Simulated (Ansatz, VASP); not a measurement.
## Cd in VASP and in Ansatz

```
Cd
1.0
     3.09803    0.00000    0.00000
    -1.54901    2.68297    0.00000
     0.00000    0.00000    5.61765
Cd
2
Direct
  0.33333 0.66667 0.25000
  0.66667 0.33333 0.75000
```

Change from the starting cell: strain +0.0400 x Voigt [1, 1, 0, 0, 0, 0], atoms carried along.

Alike in both runs: task single point; functional PBEsol; k mesh 18 × 18 × 8; occupations gaussian, width 0.15 eV; no spin polarisation.

|  | VASP | Ansatz |
| --- | --- | --- |
| version | VASP 6.6.1 | Ansatz 0.2.0 |
| potentials or method | VASP PAW PBE potentials, release 64 (Cd), cutoff 520 eV | scalar-relativistic, plane waves, PAW |
| valence electrons in the cell | 24 | 40 |

|  | VASP | Ansatz | Ansatz less VASP |
| --- | --- | --- | --- |
| gap on the k mesh at the Fermi level (eV) | none | none | - |
| pressure (GPa) | -4.6 | -4.9 | -0.24 |
| traceless stress, the component that is largest in VASP (GPa) | 1.11 | 1.18 | +0.066 |

VASP's potentials were made for PBE, not for PBEsol. A gap of «none» marks a metal or a gap that the smearing closes. The functional is the same, so the differences come from potentials, cutoffs and numerics. VASP's potentials hold 24 valence electrons a cell and Ansatz's 40, so a difference there can come from the potentials and not from the codes.
